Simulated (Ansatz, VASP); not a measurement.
**Two plane-wave programs on BP**

The input INCAR:

```
SYSTEM = BP
  PREC = Accurate
  ENCUT = 500
  EDIFF = 1E-6
  ISMEAR = -1
  SIGMA = 0.02
  LREAL = .False.
  LASPH = .True.
  NELM = 120
  ALGO = Normal
  ISIF = 2
  LWAVE = .False.
  LCHARG = .False.
  GGA = RP
  NBANDS = 11
  GGA_COMPAT = .False.
```

Contents of KPOINTS:

```
Automatic mesh
0
Gamma
  7 7 7
  0 0 0
```

Contents of POSCAR:

```
BP
1.0
    0.0000000000      2.2841266667      2.2390465330
    2.2841266667      0.0000000000      2.2390465330
    2.2841266667      2.2841266667      0.0000000000
B P
1 1
Direct
    0.0000000000      0.0000000000      0.0000000000
    0.2500000000      0.2500000000      0.2500000000
```

Input for Ansatz:

```yaml
crystal:
  lattice:
    - [0.0, 2.284126666666667, 2.2390465330467966]
    - [2.284126666666667, 0.0, 2.2390465330467966]
    - [2.284126666666667, 2.284126666666667, 0.0]
  atoms:
    - { symbol: B, position: [0.0, 0.0, 0.0] }
    - { symbol: P, position: [0.25, 0.25, 0.25] }
basis:
  ecutwfc: 530.622031796766
kpoints:
  mp_grid:
    grid: [7, 7, 7]
hamiltonian:
  xc: rpbe
scf:
  algorithm: direct_min
  occupations:
    method: fermi_dirac
    width: 0.02
```

Alike in both runs: task single point; functional RPBE; k mesh 7 × 7 × 7; occupations fermi-dirac, width 0.02 eV; no spin polarisation.

```csv
,VASP,Ansatz
version,VASP 6.6.1,Ansatz 0.2.0
potentials or method,"VASP PAW PBE potentials, release 64 (B, P), cutoff 500 eV","plane waves, PAW"
valence electrons in the cell,8,8
```

|  | VASP | Ansatz | Ansatz less VASP |
| --- | --- | --- | --- |
| gap on the k mesh at the Fermi level (eV) | 0.95 | 0.97 | +0.015 |

VASP's potentials were made for PBE, not for RPBE. With one functional, cell and mesh, what is left measures potentials, basis and numerics.
